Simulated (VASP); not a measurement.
# Cd5N3 (Im-3m) in VASP: single point with PBE

Aim: the single point of Cd5N3 with PBE.

Program: VASP 6.6.1. These are calculated values, not measurements. Logs are shortened: lines on timing, memory, paths and dates and some standing lists are left out, and cuts for length are marked.

## 1. The cell of the first run

It takes space group Im-3m (No. 229, cubic). Conventional cell: a = 6.284 Å, b = 6.284 Å, c = 6.284 Å, α = 90.00°, β = 90.00°, γ = 90.00°. Within 3.6 Å of Cd (site symmetry m-3m) lie 8 Cd at 2.72 Å and 6 N at 3.14 Å. Within 3.6 Å of Cd (site symmetry -3m) lie 8 Cd at 2.72 to 3.14 Å and 6 N at 2.72 Å. N (site symmetry 4/mmm) has 10 Cd at 2.72 to 3.14 Å and 4 N at 3.14 Å within 3.6 Å.

The cell was built from a structure type or drawn by symmetry, and may not be a known phase.

## 2. Single point, PBE, collinear spin, ferromagnetic start

Input file INCAR:

```
SYSTEM = Cd5N3
PREC     = Accurate       ! precision mode
ENCUT    = 520            ! plane-wave cutoff, eV
EDIFF    = 1E-7           ! SCF threshold, eV
ISMEAR   = 0              ! smearing method
SIGMA    = 0.1            ! smearing width, eV
LREAL    = .FALSE.        ! projectors in reciprocal space
LASPH    = .TRUE.         ! aspherical terms in the spheres
NELM     = 150            ! most SCF steps
ALGO     = Normal         ! electronic algorithm
ISIF     = 2              ! what is computed and relaxed
LWAVE    = .FALSE.        ! write WAVECAR
LCHARG   = .TRUE.         ! write CHGCAR
ISPIN    = 2              ! spin polarisation
MAGMOM   = 0 0 0 0 0 1 1 1 ! initial moments
LORBIT   = 11             ! projections on sites
GGA      = PE             ! functional
LELF     = .TRUE.         ! ELF
LVHAR    = .TRUE.       
NBANDS   = 52             ! bands
```

Input file KPOINTS:

```
regular mesh
0
G
  4 4 4
  0 0 0
```

Input file POSCAR:

```
Cd5N3
1.0
   -3.1421751180      3.1421751180      3.1421751180
    3.1421751180     -3.1421751180      3.1421751180
    3.1421751180      3.1421751180     -3.1421751180
Cd N
5 3
Direct
    0.0000000000      0.0000000000      0.0000000000
    0.0000000000      0.0000000000      0.5000000000
    0.0000000000      0.5000000000      0.0000000000
    0.5000000000      0.0000000000      0.0000000000
    0.5000000000      0.5000000000      0.5000000000
    0.0000000000      0.5000000000      0.5000000000
    0.5000000000      0.5000000000      0.0000000000
    0.5000000000      0.0000000000      0.5000000000
```

Potentials or basis: VASP PAW PBE potentials, release 64 (Cd, N).

Command:

```
cat potpaw_PBE.64/Cd/POTCAR potpaw_PBE.64/N/POTCAR > POTCAR
mpirun -np 1 vasp_std > vasp.out
```

OUTCAR:

```text
SYSTEM = Cd5N3
   PREC = Accurate
   ENCUT = 520
   EDIFF = 1E-7
   ISMEAR = 0
   LREAL = .FALSE.
   LASPH = .TRUE.
   NELM = 150
   ISIF = 2
   ISPIN = 2
   LORBIT = 11
   GGA = PE

 ion  position               nearest neighbor table
   1  0.000  0.000  0.000-   2 2.72   3 2.72   4 2.72   5 2.72   2 2.72   3 2.72   4 2.72   5 2.72

   2  0.000  0.000  0.500-   1 2.72   6 2.72   7 2.72   8 2.72   1 2.72   6 2.72   8 2.72   7 2.72
                             4 3.14   3 3.14   5 3.14   4 3.14   5 3.14   3 3.14
   3  0.000  0.500  0.000-   1 2.72   6 2.72   7 2.72   8 2.72   6 2.72   1 2.72   7 2.72   8 2.72
                             4 3.14   2 3.14   5 3.14   5 3.14   4 3.14   2 3.14
   4  0.500  0.000  0.000-   1 2.72   6 2.72   7 2.72   8 2.72   8 2.72   7 2.72   1 2.72   6 2.72
                             3 3.14   5 3.14   5 3.14   2 3.14   3 3.14   2 3.14
   5  0.500  0.500  0.500-   1 2.72   6 2.72   7 2.72   8 2.72   7 2.72   8 2.72   6 2.72   1 2.72
                             3 3.14   4 3.14   4 3.14   3 3.14   2 3.14   2 3.14
   6  0.000  0.500  0.500-   2 2.72   3 2.72   4 2.72   5 2.72   3 2.72   2 2.72   5 2.72   4 2.72

   7  0.500  0.500  0.000-   2 2.72   3 2.72   4 2.72   5 2.72   5 2.72   4 2.72   3 2.72   2 2.72

   8  0.500  0.000  0.500-   2 2.72   3 2.72   4 2.72   5 2.72   4 2.72   5 2.72   2 2.72   3 2.72

  LATTYP: Found a body centered cubic cell.
 ALAT       =     6.2843502360

  Lattice vectors:

 A1 = (  -3.1421751180,   3.1421751180,   3.1421751180)
 A2 = (   3.1421751180,  -3.1421751180,   3.1421751180)
 A3 = (   3.1421751180,   3.1421751180,  -3.1421751180)

Analysis of symmetry for initial positions (statically):
=====================================================================
 Subroutine PRICEL returns:
 Original cell was already a primitive cell.

 Routine SETGRP: Setting up the symmetry group for a
 body centered cubic supercell.

 Subroutine GETGRP returns: Found 48 space group operations
 (whereof 48 operations were pure point group operations)
 out of a pool of 48 trial point group operations.

The static configuration has the point symmetry O_h .

Analysis of symmetry for dynamics (positions and initial velocities):
=====================================================================
 Subroutine PRICEL returns:
 Original cell was already a primitive cell.

 Routine SETGRP: Setting up the symmetry group for a
 body centered cubic supercell.

 Subroutine GETGRP returns: Found 48 space group operations
 (whereof 48 operations were pure point group operations)
 out of a pool of 48 trial point group operations.

The dynamic configuration has the point symmetry O_h .

Analysis of structural, dynamic, and magnetic symmetry:
=====================================================================
 Subroutine PRICEL returns:
 Original cell was already a primitive cell.

 Routine SETGRP: Setting up the symmetry group for a
 body centered cubic supercell.

 Subroutine GETGRP returns: Found 48 space group operations
 (whereof 48 operations were pure point group operations)
 out of a pool of 48 trial point group operations.

The overall configuration has the point symmetry O_h .

 Subroutine INISYM returns: Found 48 space group operations
 (whereof 48 operations are pure point group operations),
 and found     1 'primitive' translations

----------------------------------------------------------------------------------------

                                     Primitive cell

  volume of cell :     124.0941

  direct lattice vectors                    reciprocal lattice vectors
    -3.142175118  3.142175118  3.142175118     0.000000000  0.159125441  0.159125441
     3.142175118 -3.142175118  3.142175118     0.159125441  0.000000000  0.159125441
     3.142175118  3.142175118 -3.142175118     0.159125441  0.159125441  0.000000000

  length of vectors
     5.442406951  5.442406951  5.442406951     0.225037356  0.225037356  0.225037356

  position of ions in fractional coordinates (direct lattice)
     0.000000000  0.000000000  0.000000000
     0.000000000  0.000000000  0.500000000
     0.000000000  0.500000000  0.000000000
     0.500000000  0.000000000  0.000000000
     0.500000000  0.500000000  0.500000000
     0.000000000  0.500000000  0.500000000
     0.500000000  0.500000000  0.000000000
     0.500000000  0.000000000  0.500000000

[... 53 lines left out ...]
   NGX,Y,Z   is equivalent  to a cutoff of  12.22, 12.22, 12.22 a.u.
   NGXF,Y,Z  is equivalent  to a cutoff of  24.44, 24.44, 24.44 a.u.
 SYSTEM =  Cd5N3
   PREC   = accura    normal or accurate (medium, high low for compatibility)
   ISTART =      0    job   : 0-new  1-cont  2-samecut
   ICHARG =      2    charge: 1-file 2-atom 10-const
   ISPIN  =      2    spin polarized calculation?
   LNONCOLLINEAR =      F non collinear calculations
   LSORBIT =      F    spin-orbit coupling
   LASPH  =      T    aspherical Exc in radial PAW
   ENCUT  =  520.0 eV  38.22 Ry    6.18 a.u.  10.12 10.12 10.12*2*pi/ulx,y,z
   NELM   =    150;   NELMIN=  2; NELMDL= -5     # of ELM steps
   EDIFF  = 0.1E-06   stopping-criterion for ELM
   LREAL  =      F    real-space projection
   EDIFFG = 0.1E-05   stopping-criterion for IOM
   NSW    =      0    number of steps for IOM
   IBRION =     -1    ionic relax: 0-MD 1-quasi-New 2-CG
   NFREE  =      0    steps in history (QN), initial steepest desc. (CG)
   ISIF   =      2    stress and relaxation
   ISYM   =      2    0-nonsym 1-usesym 2-fastsym
   POTIM  = 0.5000    time-step for ionic-motion
   TEBEG  =    0.0;   TEEND  =   0.0 temperature during run
   PSTRESS=    0.0 pullay stress
   NELECT =      75.0000    total number of electrons
   NUPDOWN=      -1.0000    fix difference up-down
   EMIN   =  10.00;   EMAX   =-10.00  energy-range for DOS
   EFERMI =   0.00;   METHOD = LEGACY
   ISMEAR =     0;   SIGMA  =   0.10  broadening in eV -4-tet -1-fermi 0-gaus
   EFERMI_NEDOS =   21; number of points for ismear=-14 and -15
   IALGO  =     38    algorithm
   IMIX   =      4    mixing-type and parameters
     AMIX     =   0.40;   BMIX     =  1.00
     AMIX_MAG =   1.60;   BMIX_MAG =  1.00
  volume/ion in A,a.u.               =      15.51       104.68
  Fermi-wavevector in a.u.,A,eV,Ry     =   1.384134  2.615634 26.066416  1.915828
  Thomas-Fermi vector in A             =   2.508667
   LORBIT       =     11    0 simple, 1 ext, 2 COOP (PROOUT), +10 PAW based schemes
   GGA     = PE    functional components
   LHFCALC =     F    Hartree Fock is set to
   AEXX    =    0.0000 exact exchange contribution
   IVDW    =     0    specifies the selected vdW correction
   LEPSILON=     F    determine dielectric tensor
   LRPA    =     F    only Hartree local field effects (RPA)
 spin polarized calculation
 Gauss-broadening in eV      SIGMA  =   0.10
  energy-cutoff  :      520.00
  volume of cell :      124.09
 maximum number of plane-waves:      3367
   NGX = 21   NGY = 21   NGZ = 21

 number of electron      75.0000058 magnetization       0.4507706

 Free energy of the ion-electron system (eV)
  ---------------------------------------------------
  ext. energy  EPLUGINS =         0.00000000
  ---------------------------------------------------
  free energy    TOTEN  =       -18.71759366 eV

  energy without entropy =      -18.70286878  energy(sigma->0) =      -18.71023122

 E-fermi :   3.0857     XC(G=0): -11.5293

 val. band max:        3.0763908908   @ k =   0.2500   0.0000   0.0000
 cond. band min:       3.0966809377   @ k =   0.5000   0.5000   0.2500
 fundamental gap:      0.0202900469
 Fermi energy:         3.0857325768

 spin component 1

 k-point     1 :       0.0000    0.0000    0.0000
  band No.  band energies     occupation
      1     -10.6994      1.00000
      2      -9.7509      1.00000
      3      -9.7509      1.00000
      4      -7.5007      1.00000
      5      -7.5007      1.00000
      6      -7.5007      1.00000
[... 405 lines left out ...]
     48      13.0210      0.00000
     49      13.0210      0.00000
 Fermi energy:         3.0857325768

 spin component 2

 k-point     1 :       0.0000    0.0000    0.0000
  band No.  band energies     occupation
      1     -10.5036      1.00000
      2      -9.5425      1.00000
      3      -9.5425      1.00000
      4      -7.5071      1.00000
      5      -7.5071      1.00000
      6      -7.5071      1.00000
[... 405 lines left out ...]
     48      13.0558      0.00000
     49      13.0558      0.00000
 [bands above 49 left out]

------------------------ aborting loop because EDIFF is reached ----------------------------------------

  FORCE on cell =-STRESS in cart. coord.  units (eV):
  Direction    XX          YY          ZZ          XY          YZ          ZX
  --------------------------------------------------------------------------------------
  -------------------------------------------------------------------------------------
  Total        0.6983414      0.6983414      0.6983414      0.0000000     -0.0000000     -0.0000000
  in kB        9.0162768      9.0162768      9.0162768      0.0000000     -0.0000000     -0.0000000
  external PRESSURE =       9.0162768 kB  Pullay stress =       0.0000000 kB

 VOLUME and BASIS-vectors are now :
 -----------------------------------------------------------------------------
  energy-cutoff  :      520.00
  volume of cell :      124.09
      direct lattice vectors                 reciprocal lattice vectors
    -3.142175118  3.142175118  3.142175118     0.000000000  0.159125441  0.159125441
     3.142175118 -3.142175118  3.142175118     0.159125441  0.000000000  0.159125441
     3.142175118  3.142175118 -3.142175118     0.159125441  0.159125441  0.000000000

 POSITION                                       TOTAL-FORCE (eV/Angst)
 -----------------------------------------------------------------------------------
      0.00000      0.00000      0.00000         0.000000     -0.000000      0.000000
      1.57109      1.57109     -1.57109         0.000000      0.000000      0.000000
      1.57109     -1.57109      1.57109         0.000000     -0.000000     -0.000000
     -1.57109      1.57109      1.57109         0.000000     -0.000000      0.000000
      1.57109      1.57109      1.57109        -0.000000     -0.000000     -0.000000
      3.14218      0.00000      0.00000        -0.000000      0.000000     -0.000000
      0.00000      0.00000      3.14218         0.000000      0.000000     -0.000000
      0.00000      3.14218      0.00000         0.000000     -0.000000     -0.000000
 -----------------------------------------------------------------------------------
    total drift:                                0.000000     -0.000000      0.000000

  FREE ENERGIE OF THE ION-ELECTRON SYSTEM (eV)
  ---------------------------------------------------
  free  energy   TOTEN  =       -18.7175936644 eV

  energy  without entropy=      -18.7028687761  energy(sigma->0) =      -18.71023122

 total charge

# of ion       s       p       d       tot
------------------------------------------
    1        0.640   0.384   9.484  10.508
    2        0.414   0.278   9.551  10.243
    3        0.414   0.278   9.551  10.243
    4        0.414   0.278   9.551  10.243
    5        0.414   0.278   9.551  10.243
    6        1.342   2.071   0.000   3.413
    7        1.342   2.071   0.000   3.413
    8        1.342   2.071   0.000   3.413
--------------------------------------------------
tot          6.324   7.708  47.687  61.719

 magnetization (x)

# of ion       s       p       d       tot
------------------------------------------
    1       -0.001  -0.006  -0.001  -0.008
    2       -0.006  -0.004   0.002  -0.008
    3       -0.006  -0.004   0.002  -0.008
    4       -0.006  -0.004   0.002  -0.008
    5       -0.006  -0.004   0.002  -0.008
    6        0.002   0.127   0.000   0.129
    7        0.002   0.127   0.000   0.129
    8        0.002   0.127   0.000   0.129
--------------------------------------------------
tot         -0.019   0.359   0.006   0.346
```

Wall time 3.1 min (1 thread of AMD EPYC 7R43 (Zen 3), shared host); peak memory 0.28 GiB.

Results:

| Quantity | Value |
| --- | --- |
| Free energy | -18.7176 eV |
| Pressure | 0.9 GPa |
| Net moment | 0.45 μB per cell |
| Site moments | Cd -0.01; N +0.13 μB |
| Valence electrons inside the program's atomic spheres | Cd 10.51, 10.24 (each value once); N 3.41 |
